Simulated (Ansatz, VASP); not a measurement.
KBr in VASP and in Ansatz

File INCAR:

```
PREC = Accurate ; ENCUT = 520
EDIFF = 1E-6 ; ISMEAR = 0
SIGMA = 0.02 ; LREAL = F
LASPH = T ; NELM = 100
ALGO = Normal ; ISIF = 2
LWAVE = F ; LCHARG = F
GGA = PE ; NBANDS = 15
```

File KPOINTS:

```
Automatic mesh
0
Gamma
  6 6 6
```

The input POSCAR:

```
KBr
1.0
    0.0000000000      3.2834000000      3.2834000000
    3.2834000000      0.0000000000      3.2834000000
    3.2834000000      3.2834000000      0.0000000000
K Br
1 1
Direct
    0.0000000000      0.0000000000      0.0000000000
    0.5000000000      0.5000000000      0.5000000000
```

Input for Ansatz:

```yaml
crystal:
  lattice:
    - [0.0, 3.2834, 3.2834]
    - [3.2834, 0.0, 3.2834]
    - [3.2834, 3.2834, 0.0]
  atoms:
    - { symbol: K, position: [0.0, 0.0, 0.0] }
    - { symbol: Br, position: [0.5, 0.5, 0.5] }
basis:
  ecutwfc: 420
kpoints:
  mp_grid: { grid: [6, 6, 6] }
hamiltonian:
  xc: pbe
scf:
  occupations: { method: gaussian, width: 0.02 }
output:
  forces: true
  stress: true
  eigenvalues: true
```

Alike in both runs: task single point; functional PBE; k mesh 6 × 6 × 6; occupations gaussian, width 0.02 eV; no spin polarisation.

|  | VASP | Ansatz |
| --- | --- | --- |
| version | VASP 6.6.1 | Ansatz 0.2.0 |
| potentials or method | VASP PAW PBE potentials, release 64 (K_sv, Br), cutoff 520 eV | scalar-relativistic, plane waves, PAW |
| valence electrons in the cell | 16 | 16 |

|  | VASP | Ansatz | Ansatz less VASP |
| --- | --- | --- | --- |
| gap on the k mesh at the Fermi level (eV) | 4.47 | 4.48 | +0.002 |
| least direct gap on the mesh (eV) | 4.47 | 4.48 | +0.002 |
| pressure (GPa) | 1.0 | 1.0 | -0.04 |
